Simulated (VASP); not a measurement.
Crystal: HfC.

```
Hf C
1.0
     0.00000    2.37060    2.37060
     2.37060    0.00000    2.37060
     2.37060    2.37060    0.00000
Hf C
1 1
Direct
  0.50000 0.50000 0.50000
  0.00000 0.00000 0.00000
```

This cell differs from its parent crystal: volume scaled by 1.06.

Base run:

| Property | Result |
| --- | --- |
| Program | VASP 6.6.1 |
| Functional | PBEsol |
| Potentials or basis | VASP PAW PBE potentials, release 64 (Hf_pv, C) |
| Cutoff | 520 eV |
| k mesh | 10 × 10 × 10 |
| Occupations | fermi-dirac, width 0.05 eV |
| Spin | no spin polarisation |

Its results: band gap on the k mesh zero (band 7 reaches 6.36 eV, above the bottom of band 8 at 4.97 eV); pressure -18.6 GPa.

Q: The run is repeated on the same cell with these changes: functional from PBEsol to PBE. What comes out?

A: Band gap on the k mesh zero (band 7 reaches 6.48 eV, above the bottom of band 8 at 5.10 eV); pressure -12.7 GPa.

PBE binds less tightly than PBEsol, so the same cell stands under more pressure.

Caveats: spin-orbit coupling is left out, which moves the levels of the heavy elements; the PAW data sets were made with another functional, which shifts forces and pressure a little (some runs).
